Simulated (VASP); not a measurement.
Runs of VASP 6.6.1 on CaO. The structure is that of space group Pm-3m (No. 221), or close to it. The cells are those of the table. 

```csv
level,cell,k mesh,smearing,grid for exact exchange (PRECFOCK),screening parameter,gap on the mesh (eV),pressure (GPa)
r2SCAN,"a = 2.832, b = 2.903, c = 2.903 Å, 2 atoms",8 × 8 × 8,gaussian 0.01 eV,-,-,3.11,4.3
HSE06,"a = 2.903, b = 2.903, c = 2.994 Å, 2 atoms",6 × 6 × 6,gaussian 0.01 eV,Normal,0.2079 1/Å,4.36,-2.3
r2SCAN,"a = 2.760, b = 2.760, c = 2.903 Å, 2 atoms",8 × 8 × 8,gaussian 0.01 eV,-,-,3.02,(b)
PBE,"a = 2.832, b = 2.903, c = 2.903 Å, 2 atoms",8 × 8 × 8,fermi-dirac 0.02 eV,-,-,(a),7.6
PBE,"a = 2.760, b = 2.760, c = 2.903 Å, 2 atoms",8 × 8 × 8,fermi-dirac 0.02 eV,-,-,2.49,20.1
```

Alike in all rows: task single point; potentials or basis VASP PAW PBE potentials, release 64 (Ca_sv, O); no spin polarisation; cutoff (eV) 520.

Problem. Estimate the missing entries.

Solution. (a) 2.60; (b) 17.0.

Caveats: the PAW data sets were made with another functional, which shifts forces and pressure a little (some runs).

A k mesh can miss the band edges.
